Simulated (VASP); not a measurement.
# NaI (Fm-3m) in VASP: further runs

Runs on NaI. Level: PBE. Tasks: single point.

Program: VASP 6.6.1. These are calculated values, not measurements. Logs are shortened: lines on timing, memory, paths and dates and some standing lists are left out, and cuts for length are marked.

### 1 The cell of the first run

The structure is cubic, space group Fm-3m (No. 225). Conventional cell: a = 6.473 Å, b = 6.473 Å, c = 6.473 Å, α = 90.00°, β = 90.00°, γ = 90.00°. Na (site symmetry m-3m) has 6 I at 3.24 Å within 4.3 Å. I (site symmetry m-3m) has 6 Na at 3.24 Å within 4.3 Å.

### 2 Single point, PBE

INCAR

```
SYSTEM = NaI
PREC     = Accurate       ! precision mode
ENCUT    = 520            ! plane-wave cutoff, eV
EDIFF    = 1E-7           ! SCF threshold, eV
ISMEAR   = 0              ! smearing method
SIGMA    = 0.05           ! smearing width, eV
LREAL    = .False.        ! projectors in reciprocal space
LASPH    = .True.         ! aspherical terms in the spheres
NELM     = 80             ! most SCF steps
ALGO     = Normal         ! electronic algorithm
ISIF     = 2              ! what is computed and relaxed
LWAVE    = .False.        ! write WAVECAR
LCHARG   = .False.        ! write CHGCAR
GGA      = PE             ! functional
NBANDS   = 14             ! bands
```

KPOINTS

```
regular mesh
0
Gamma
  6 6 6
  0 0 0
```

POSCAR

```
NaI
1.0
    0.0000000000      3.2364000000      3.2364000000
    3.2364000000      0.0000000000      3.2364000000
    3.2364000000      3.2364000000      0.0000000000
Na I
1 1
Direct
    0.0000000000      0.0000000000      0.0000000000
    0.5000000000      0.5000000000      0.5000000000
```

Potentials or basis: VASP PAW PBE potentials, release 64 (Na_pv, I).

The run is started by

```sh
$ cat potpaw_PBE.64/Na_pv/POTCAR potpaw_PBE.64/I/POTCAR > POTCAR
$ mpirun -np 1 vasp_std > vasp.out
```

OUTCAR:

```text
SYSTEM = NaI
   PREC = Accurate
   ENCUT = 520
   EDIFF = 1E-7
   ISMEAR = 0
   LREAL = .False.
   LASPH = .True.
   NELM = 80
   ISIF = 2
   GGA = PE

 ion  position               nearest neighbor table
   1  0.000  0.000  0.000-
   2  0.500  0.500  0.500-

  LATTYP: Found a face centered cubic cell.
 ALAT       =     6.4728000000

  Lattice vectors:

 A1 = (   0.0000000000,   3.2364000000,   3.2364000000)
 A2 = (   3.2364000000,   0.0000000000,   3.2364000000)
 A3 = (   3.2364000000,   3.2364000000,   0.0000000000)

Analysis of symmetry for initial positions (statically):
=====================================================================
 Subroutine PRICEL returns:
 Original cell was already a primitive cell.

 Routine SETGRP: Setting up the symmetry group for a
 face centered cubic supercell.

 Subroutine GETGRP returns: Found 48 space group operations
 (whereof 48 operations were pure point group operations)
 out of a pool of 48 trial point group operations.

The static configuration has the point symmetry O_h .

Analysis of symmetry for dynamics (positions and initial velocities):
=====================================================================
 Subroutine PRICEL returns:
 Original cell was already a primitive cell.

 Routine SETGRP: Setting up the symmetry group for a
 face centered cubic supercell.

 Subroutine GETGRP returns: Found 48 space group operations
 (whereof 48 operations were pure point group operations)
 out of a pool of 48 trial point group operations.

The dynamic configuration has the point symmetry O_h .

 Subroutine INISYM returns: Found 48 space group operations
 (whereof 48 operations are pure point group operations),
 and found     1 'primitive' translations

----------------------------------------------------------------------------------------

                                     Primitive cell

  volume of cell :      67.7980

  direct lattice vectors                    reciprocal lattice vectors
     0.000000000  3.236400000  3.236400000    -0.154492646  0.154492646  0.154492646
     3.236400000  0.000000000  3.236400000     0.154492646 -0.154492646  0.154492646
     3.236400000  3.236400000  0.000000000     0.154492646  0.154492646 -0.154492646

  length of vectors
     4.576960773  4.576960773  4.576960773     0.267589113  0.267589113  0.267589113

  position of ions in fractional coordinates (direct lattice)
     0.000000000  0.000000000  0.000000000
[... 79 lines left out ...]
   PSTRESS=    0.0 pullay stress
   NELECT =      14.0000    total number of electrons
   NUPDOWN=      -1.0000    fix difference up-down
   EMIN   =  10.00;   EMAX   =-10.00  energy-range for DOS
   EFERMI =   0.00;   METHOD = LEGACY
   ISMEAR =     0;   SIGMA  =   0.05  broadening in eV -4-tet -1-fermi 0-gaus
   EFERMI_NEDOS =   21; number of points for ismear=-14 and -15
   IALGO  =     38    algorithm
   IMIX   =      4    mixing-type and parameters
     AMIX     =   0.40;   BMIX     =  1.00
     AMIX_MAG =   1.60;   BMIX_MAG =  1.00
  volume/ion in A,a.u.               =      33.90       228.76
  Fermi-wavevector in a.u.,A,eV,Ry     =   0.967636  1.828567 12.739397  0.936319
  Thomas-Fermi vector in A             =   2.097538
   LORBIT       =      0    0 simple, 1 ext, 2 COOP (PROOUT), +10 PAW based schemes
   GGA     = PE    functional components
   LHFCALC =     F    Hartree Fock is set to
   AEXX    =    0.0000 exact exchange contribution
   IVDW    =     0    specifies the selected vdW correction
   LEPSILON=     F    determine dielectric tensor
   LRPA    =     F    only Hartree local field effects (RPA)
 non-spin polarized calculation
 Gauss-broadening in eV      SIGMA  =   0.05
  energy-cutoff  :      520.00
  volume of cell :       67.80
 maximum number of plane-waves:      1853
 NGX is ok and might be reduce to    36
   NGX = 17   NGY = 17   NGZ = 17

 number of electron      13.9999993 magnetization

 Free energy of the ion-electron system (eV)
  ---------------------------------------------------
  ext. energy  EPLUGINS =         0.00000000
  ---------------------------------------------------
  free energy    TOTEN  =        -5.38492707 eV

  energy without entropy =       -5.38492707  energy(sigma->0) =       -5.38492707

 E-fermi :   1.1297     XC(G=0):  -7.7045

 val. band max:        0.8068286411   @ k =   0.0000   0.0000   0.0000
 cond. band min:       4.4474231088   @ k =   0.0000   0.0000   0.0000
 fundamental gap:      3.6405944677
 Fermi energy:         1.1297492895

 k-point     1 :       0.0000    0.0000    0.0000
  band No.  band energies     occupation
      1     -21.6324      2.00000
      2     -21.6324      2.00000
      3     -21.6324      2.00000
      4     -10.2106      2.00000
      5       0.8068      2.00000
      6       0.8068      2.00000
      7       0.8068      2.00000
      8       4.4474      0.00000
      9       8.7363      0.00000
     10       8.7363      0.00000
     11       8.7363      0.00000
     12      10.5545      0.00000
     13      10.5545      0.00000
     14      11.2424      0.00000
[... 241 lines left out ...]
      1     -21.6358      2.00000
      2     -21.6346      2.00000
      3     -21.6342      2.00000
      4      -9.8135      2.00000
      5      -0.8609      2.00000
      6      -0.2966      2.00000
      7      -0.0802      2.00000
      8       6.1617      0.00000
      9       7.3064      0.00000
     10       9.3709      0.00000
     11       9.4299      0.00000
     12      12.4163      0.00000
     13      13.2607      0.00000
     14      13.4340      0.00000

------------------------ aborting loop because EDIFF is reached ----------------------------------------

  FORCE on cell =-STRESS in cart. coord.  units (eV):
  Direction    XX          YY          ZZ          XY          YZ          ZX
  --------------------------------------------------------------------------------------
  -------------------------------------------------------------------------------------
  Total        0.1820377      0.1820377      0.1820377      0.0000000      0.0000000      0.0000000
  in kB        4.3018501      4.3018501      4.3018501      0.0000000      0.0000000      0.0000000
  external PRESSURE =       4.3018501 kB  Pullay stress =       0.0000000 kB

 VOLUME and BASIS-vectors are now :
 -----------------------------------------------------------------------------
  energy-cutoff  :      520.00
  volume of cell :       67.80
      direct lattice vectors                 reciprocal lattice vectors
     0.000000000  3.236400000  3.236400000    -0.154492646  0.154492646  0.154492646
     3.236400000  0.000000000  3.236400000     0.154492646 -0.154492646  0.154492646
     3.236400000  3.236400000  0.000000000     0.154492646  0.154492646 -0.154492646

 POSITION                                       TOTAL-FORCE (eV/Angst)
 -----------------------------------------------------------------------------------
      0.00000      0.00000      0.00000        -0.000000     -0.000000     -0.000000
      3.23640      3.23640      3.23640         0.000000      0.000000      0.000000
 -----------------------------------------------------------------------------------
    total drift:                                0.000000      0.000000      0.000000

  FREE ENERGIE OF THE ION-ELECTRON SYSTEM (eV)
  ---------------------------------------------------
  free  energy   TOTEN  =        -5.3849270673 eV

  energy  without entropy=       -5.3849270673  energy(sigma->0) =       -5.38492707
```

OSZICAR:

```text
N       E                     dE             d eps       ncg     rms          rms(c)
DAV:   1     0.843797023232E+02    0.84380E+02   -0.64351E+03   448   0.871E+02
DAV:   2     0.147608405065E+01   -0.82904E+02   -0.76340E+02   466   0.226E+02
DAV:   3    -0.528706819279E+01   -0.67632E+01   -0.67189E+01   586   0.618E+01
DAV:   4    -0.544845963371E+01   -0.16139E+00   -0.16136E+00   526   0.957E+00
DAV:   5    -0.545258195728E+01   -0.41223E-02   -0.41223E-02   620   0.151E+00    0.163E+00
DAV:   6    -0.539151191233E+01    0.61070E-01   -0.70849E-02   532   0.155E+00    0.110E+00
DAV:   7    -0.538287893875E+01    0.86330E-02   -0.64913E-02   556   0.131E+00    0.611E-01
DAV:   8    -0.538494776270E+01   -0.20688E-02   -0.53009E-03   520   0.575E-01    0.176E-01
DAV:   9    -0.538491182358E+01    0.35939E-04   -0.20321E-04   538   0.124E-01    0.394E-02
DAV:  10    -0.538492575344E+01   -0.13930E-04   -0.35652E-05   538   0.600E-02    0.107E-02
DAV:  11    -0.538492670142E+01   -0.94798E-06   -0.40081E-06   544   0.194E-02    0.188E-03
DAV:  12    -0.538492703141E+01   -0.32999E-06   -0.55358E-07   568   0.504E-03    0.102E-03
DAV:  13    -0.538492706735E+01   -0.35931E-07   -0.93958E-09   392   0.901E-04
   1 F= -.53849271E+01 E0= -.53849271E+01  d E =-.300702E-21
```

stdout:

```text
POSCAR found type information on POSCAR NaI
 POSCAR found :  2 types and       2 ions
 scaLAPACK will be used
 LDA part: xc-table for (Slater+PW92), standard interpolation
 POSCAR, INCAR and KPOINTS ok, starting setup
 FFT: planning ... GRIDC
 FFT: planning ... GRID_SOFT
 FFT: planning ... GRID
 WAVECAR not read
 entering main loop
```

It took 12 s on 1 thread of Intel Xeon 6975P-C (Granite Rapids), shared host; peak memory 0.2 GiB.

What came out:

* Free energy: -5.3849 eV
* Pressure: 0.4 GPa
* Band gap on the k mesh: 3.64 eV, direct

Caveat: spin-orbit coupling is left out, which moves the levels of the heavy elements.

[end of part 1 of 2]
